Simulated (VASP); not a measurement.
A run of VASP 6.6.1 is set up as follows.

The input INCAR:

```
SYSTEM = Mg
  ALGO = Fast
  EDIFF = 1E-6
  ENCUT = 520
  ISIF = 2
  ISMEAR = 0
  ISPIN = 2
  LASPH = .True.
  LCHARG = .False.
  LORBIT = 11
  LREAL = .False.
  LWAVE = .False.
  MAGMOM = 2 -0.5
  NBANDS = 13
  NELM = 150
  PREC = Accurate
  SIGMA = 0.1
```

File KPOINTS:

```
Automatic mesh
0
Gamma
  7 7 22
  0.5 0.5 0.5
```

File POSCAR:

```
Mg
1.0
    5.2968478620      0.0000000000      0.0000000000
    0.0000000000      5.2968454484      0.0050565864
    0.0000000000     -2.6469406532      1.5587553577
Mg
2
Direct
    0.2500000000      0.3312350333     -0.0001603658
    0.7500000000      0.6687649667      0.0001603658
```

Potentials or basis: VASP PAW LDA potentials, release 64 (Mg).

The run is started by

```console
$ cat potpaw_LDA.64/Mg/POTCAR > POTCAR
$ mpirun -np 1 vasp_std > vasp.out
```

Problem. Estimate the band gap on the k mesh.

Solution. Zero (filled and empty bands overlap).

Problem. Predict the pressure.

Solution. -0.6 GPa.

Problem. Estimate the net moment.

Solution. 0.00 μB per cell.

Stress tensor (GPa, compression positive):
```
-2.36  0.00  0.00
 0.00  0.71 -0.27
 0.00 -0.27 -0.26
```
